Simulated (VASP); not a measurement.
AlCo: single point with PBEsol

AlCo:

```
CELL_PARAMETERS angstrom
2.73791 0.00000 0.00000
0.00000 2.73791 0.00000
0.00000 0.00000 2.82259
ATOMIC_POSITIONS crystal
Al 0.00000 0.00000 0.00000
Co 0.50000 0.50000 0.50000
```

This cell differs from its parent crystal: strain -0.0300 x Voigt [1, 1, 0, 0, 0, 0].

* Program: VASP 6.6.1
* Task: single point
* Functional: PBEsol
* Potentials or basis: VASP PAW PBE potentials, release 64 (Al, Co)
* Cutoff: 520 eV
* k mesh: 22 × 22 × 22
* Occupations: gaussian, width 0.15 eV
* Spin: no spin polarisation
* Dipole correction: no
* Further INCAR settings: ALGO = Fast; EDIFF = 1e-06; NBANDS = 13

The pressure is 13.0 GPa and the band gap on the k mesh is zero (band 6 reaches 13.98 eV, above the bottom of band 7 at 11.38 eV).

Stress tensor (GPa, compression positive):
```
14.85  0.00  0.00
 0.00 14.85  0.00
 0.00  0.00  9.27
```

Levels at points of the mesh, in eV from the Fermi level:
| k point | band 3 | band 4 | band 5 | band 6 | band 7 | band 8 | band 9 | band 10 |
| --- | --- | --- | --- | --- | --- | --- | --- | --- |
| (0.00, 0.00, 0.00) | -3.34 | -0.93 | -0.93 | -0.80 | 5.70 | 6.87 | 6.87 | 9.03 |
| (0.50, 0.00, 0.00) | -2.68 | -2.03 | -1.79 | -0.78 | 0.36 | 8.54 | 10.46 | 11.53 |
| (0.50, 0.50, 0.00) | -2.67 | -2.67 | -1.78 | -1.78 | -0.16 | 2.93 | 4.30 | 13.33 |
| (0.00, 0.00, 0.50) | -2.73 | -1.80 | -1.80 | -0.69 | 0.05 | 8.57 | 11.44 | 11.44 |
| (0.50, 0.00, 0.50) | -2.99 | -2.80 | -1.61 | -1.58 | -0.28 | 2.64 | 3.99 | 14.15 |
| (0.50, 0.50, 0.50) | -4.32 | -0.26 | -0.13 | 2.32 | 2.46 | 2.46 | 5.05 | 5.79 |

Wall time 110 s on 1 thread of AMD EPYC 9R45 96-Core Processor (Zen 5), on a shared host, peak memory 0.34 GiB.

Caveat: the cell differs from its parent crystal (strain -0.0300 x Voigt [1, 1, 0, 0, 0, 0]); the PAW data sets were made with another functional, which shifts forces and pressure a little. Spin polarisation is off, so any magnetic state and its effect on volume and gap are missing.
